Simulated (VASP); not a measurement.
**PtS2: electric field gradients with PBE**

Crystal: PtS2.

```xyz
3
Lattice="3.5432 0.0000 0.0000 -1.7716 3.0685 0.0000 0.0000 0.0000 5.0388" Properties=species:S:1:pos:R:3 pbc="T T T"
Pt    0.0000    0.0000    0.0000
S     0.0000    2.0457    1.2597
S     1.7716    1.0228    3.7791
```

```json
{
 "Program": "VASP 6.6.1",
 "Task": "electric field gradients",
 "Functional": "PBE",
 "Potentials or basis": "VASP PAW PBE potentials, release 64 (Pt, S)",
 "Cutoff": "520 eV",
 "k mesh": "12 × 12 × 7",
 "Occupations": "fermi-dirac, width 0.01 eV",
 "Spin": "no spin polarisation",
 "Dipole correction": "no",
 "Further INCAR settings": "ALGO = Normal; EDIFF = 1e-08; NBANDS = 18"
}
```

```yaml
Pressure: 1.9 GPa
Largest_force: 0.368 eV/Å
Band_gap_on_the_k_mesh: 0.52 eV, indirect (least direct gap 0.74 eV)
```

Forces in eV/Å, atoms in the order of the input:
```
Pt   0.000  0.000  0.000
S    0.000  0.000 -0.368
S    0.000  0.000  0.368
```

Stress tensor (GPa, compression positive):
```
2.81 0.00 0.00
0.00 2.81 0.00
0.00 0.00 0.18
```

Levels at points of the mesh, in eV from the valence-band top:
```csv
k point,band 7,band 8,band 9,band 10,band 11,band 12,band 13,band 14,band 15,band 16
"(0.00, 0.00, 0.00)",-3.80,-2.24,-1.13,-1.13,0.00,1.77,1.77,4.51,5.26,7.99
"(0.50, 0.00, 0.00)",-3.52,-3.22,-3.07,-3.01,-2.54,1.27,2.40,5.38,6.34,7.90
```

Electric field gradients, principal values (V/Å²):
```tsv
atom	least	middle	greatest (by size)
1 Pt	-65.418	-65.419	130.837
2 S	21.621	21.622	-43.243
3 S	21.621	21.622	-43.243
```

Wall time 71 s on 1 thread of Intel(R) Xeon(R) Platinum 8488C (Sapphire Rapids), with other jobs on the host, peak memory 0.25 GiB.

Caveat: without QUAD_EFG the Cq values of the log hold for a quadrupole moment of 1 mb, not for the nuclei; spin-orbit coupling is left out, which moves the levels of the heavy elements. A k mesh can miss the band edges.
